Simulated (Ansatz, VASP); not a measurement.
**NaF: VASP beside Ansatz**

POSCAR

```
NaF
1.0
    0.0459433617      2.3431114458      2.3431114458
    2.3431114458      0.0459433617      2.3431114458
    2.3431114458      2.3431114458      0.0459433617
Na F
1 1
Direct
    0.0000000000      0.0000000000      0.0000000000
    0.5000000000      0.5000000000      0.5000000000
```

INCAR.step1

```
SYSTEM = NaF
PREC = Accurate
ENCUT = 520
ISMEAR = 0
SIGMA = 0.01
LREAL = .False.
LASPH = .True.
NELM = 60
NBANDS = 14
GGA = PE
ALGO = Normal
EDIFF = 1E-4
LWAVE = .True.
LCHARG = .False.
```

Contents of INCAR.step2:

```
SYSTEM = NaF
PREC = Accurate
ENCUT = 520
EDIFF = 1E-7
ISMEAR = 0
SIGMA = 0.01
LREAL = .False.
LASPH = .True.
NELM = 60
ALGO = Normal
ISIF = 2
LWAVE = .False.
LCHARG = .False.
METAGGA = R2SCAN
LMIXTAU = .True.
NBANDS = 14
ISTART = 1
```

The input KPOINTS:

```
regular mesh
0
Gamma
  10 10 10
  0 0 0
```

Input for Ansatz:

```yaml
crystal:
  lattice:
    - [0.0459433617, 2.3431114458, 2.3431114458]
    - [2.3431114458, 0.0459433617, 2.3431114458]
    - [2.3431114458, 2.3431114458, 0.0459433617]
  atoms:
    - { symbol: Na, position: [0.0, 0.0, 0.0] }
    - { symbol: F, position: [0.5, 0.5, 0.5] }
kpoints:
  mp_grid: { grid: [10, 10, 10] }
  band_path:
    path:
      - [0.0, 0.0, 0.0]
      - [0.5, 0.0, 0.5]
      - [0.625, 0.25, 0.625]
      - [0.375, 0.375, 0.75]
      - [0.5, 0.5, 0.5]
      - [0.5, 0.25, 0.75]
    npoints: 1
hamiltonian:
  xc: r2scan
scf:
  occupations: { method: fixed }
  n_extra_bands: 4
output:
  forces: true
  stress: true
  eigenvalues: true
```

Change from the starting cell: shear_111 strain +3.0%.

Alike in both runs: task single point; functional r2SCAN; k mesh 10 × 10 × 10; no spin polarisation.

```csv
,VASP,Ansatz
version,VASP 6.6.1,Ansatz 0.2.0
potentials or method,"VASP PAW PBE potentials, release 64 (Na_pv, F)","plane waves, PAW"
plane-wave cutoff (eV),520,500
occupations,"gaussian, width 0.01 eV",fixed
valence electrons in the cell,14,16
```

Ansatz gave:

- gap on the k mesh at the Fermi level (eV): 7.08
- pressure (GPa): -1.5
- traceless stress, the component that is largest in VASP (GPa): -0.60

Question: Which values does VASP return?

Answer: gap on the k mesh at the Fermi level (eV): 7.12; pressure (GPa): -2.1; traceless stress, the component that is largest in VASP (GPa): -0.64.

VASP's potentials were made for PBE, not for r2SCAN. VASP's potentials hold 14 valence electrons a cell and Ansatz's 16, so a difference there can come from the potentials and not from the codes.
